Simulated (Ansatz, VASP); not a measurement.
## Two plane-wave programs on Al4Pt

```
CELL_PARAMETERS angstrom
2.90922 0.00000 0.00000
-1.45461 2.51946 0.00000
0.00000 0.00000 11.01799
ATOMIC_POSITIONS crystal
Al 0.33333 0.66667 0.81526
Al 0.33333 0.66667 0.39408
Al 0.66667 0.33333 0.18474
Al 0.66667 0.33333 0.60592
Pt 0.00000 0.00000 0.00000
```

Change from the starting cell: species swapped into the Co4H type (P-3m1, No. 164).

Alike in both runs: functional PBE; k mesh 12 × 12 × 4; occupations gaussian, width 0.1 eV; no spin polarisation.

Ansatz relaxed the structure, and its values are those at the end. VASP's run is a single point on that final structure, the one shown.

```csv
,VASP,Ansatz
version,VASP 6.6.1,Ansatz 0.2.0
potentials or method,"VASP PAW PBE potentials, release 64 (Al, Pt), cutoff 520 eV","scalar-relativistic, plane waves, PAW"
valence electrons in the cell,22,30
```

```csv
,VASP,Ansatz,Ansatz less VASP
gap on the k mesh at the Fermi level (eV),none,none,-
pressure (GPa),-0.1,0.0,+0.11
```

A gap of «none» marks a metal or a gap that the smearing closes. VASP's potentials hold 22 valence electrons a cell and Ansatz's 30, so a difference there can come from the potentials and not from the codes.

Neither program's run includes spin-orbit coupling.
